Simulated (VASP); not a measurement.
A run of VASP 6.6.1 is set up as follows.

INCAR

```
PREC = Accurate
ENCUT = 600
EDIFF = 1E-6
ISMEAR = 0
SIGMA = 0.1
LREAL = False
LASPH = True
NELM = 120
ALGO = Normal
ISIF = 2
LWAVE = False
LCHARG = False
GGA = PE
NBANDS = 28
GGA_COMPAT = False
```

Contents of KPOINTS:

```
regular mesh
0
Gamma
  6 6 4
```

Contents of POSCAR:

```
Sc2SiF2
1.0
    3.5127154600      0.0000000000      0.0000000000
   -1.7563577300      3.0421008200      0.0000000000
    0.0000000000      0.0000000000      6.2429809200
Sc Si F
2 1 2
Direct
    0.3333333300      0.6666666700      0.2899999900
    0.6666666700      0.3333333300      0.7100000100
    0.0000000000      0.0000000000      0.0000000000
    0.3333333300      0.6666666700      0.6200000000
    0.6666666700      0.3333333300      0.3800000000
```

Potentials or basis: VASP PAW PBE potentials, release 64 (Sc_sv, Si, F).

Command:

```console
$ cat potpaw_PBE.64/Sc_sv/POTCAR potpaw_PBE.64/Si/POTCAR potpaw_PBE.64/F/POTCAR > POTCAR
$ mpirun -np 1 vasp_std > vasp.out
```

Q: What does it give for the band gap on the k mesh?

A: Zero (bands 20 and 21 overlap by 1.78 eV).

Q: What does it give for the pressure?

A: 21.3 GPa.

Q: What does it give for the largest force?

A: 3.749 eV/Å.

Forces in eV/Å, atoms in the order of the input:
```
Sc   0.000  0.000 -3.749
Sc   0.000  0.000  3.749
Si   0.000  0.000  0.000
F    0.000  0.000 -0.447
F    0.000  0.000  0.447
```

Caveat: the cell stands under pressure; forces of over 1 eV/Å act on the atoms, so gaps and moduli don't describe the material at rest.
